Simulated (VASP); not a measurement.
A run of VASP 6.6.1:

Contents of INCAR:

```
SYSTEM = CoO
PREC     = Accurate       ! precision mode
ENCUT    = 520            ! plane-wave cutoff, eV
EDIFF    = 1E-7           ! SCF threshold, eV
ISMEAR   = -1             ! smearing method
SIGMA    = 0.05           ! smearing width, eV
LREAL    = .FALSE.        ! projectors in reciprocal space
LASPH    = .TRUE.         ! aspherical terms in the spheres
NELM     = 150            ! most SCF steps
ALGO     = Normal         ! electronic algorithm
ISIF     = 2              ! what is computed and relaxed
LWAVE    = .FALSE.        ! write WAVECAR
LCHARG   = .TRUE.         ! write CHGCAR
ISPIN    = 2              ! spin polarisation
MAGMOM   = 2 0            ! initial moments
LORBIT   = 11             ! projections on sites
LMAXMIX  = 4              ! l up to which the mixer works
GGA      = PE             ! functional
LELF     = .TRUE.         ! ELF
LVHAR    = .TRUE.       
NBANDS   = 18             ! bands
```

KPOINTS

```
regular mesh
0
G
  10 10 10
  0 0 0
```

Contents of POSCAR:

```
CoO
1.0
    0.0000000000      2.3436418400      2.3436418400
    2.3436418400      0.0000000000      2.3436418400
    2.3436418400      2.3436418400      0.0000000000
Co O
1 1
Direct
    0.0000000000      0.0000000000      0.0000000000
    0.2500000000      0.2500000000      0.2500000000
```

Potentials or basis: VASP PAW PBE potentials, release 64 (Co, O).

Launch:

```bash
$ cat potpaw_PBE.64/Co/POTCAR potpaw_PBE.64/O/POTCAR > POTCAR
$ mpirun -np 1 vasp_std > vasp.out
```

Hardware: 1 thread of Intel(R) Xeon(R) 6975P-C (Granite Rapids), with other jobs on the host.

Task: How long does it take, and how much memory?

Result: It took 34 s on 1 thread of Intel(R) Xeon(R) 6975P-C (Granite Rapids), with other jobs on the host, peak memory 0.18 GiB. Counts: scf iterations 17, k points 47.
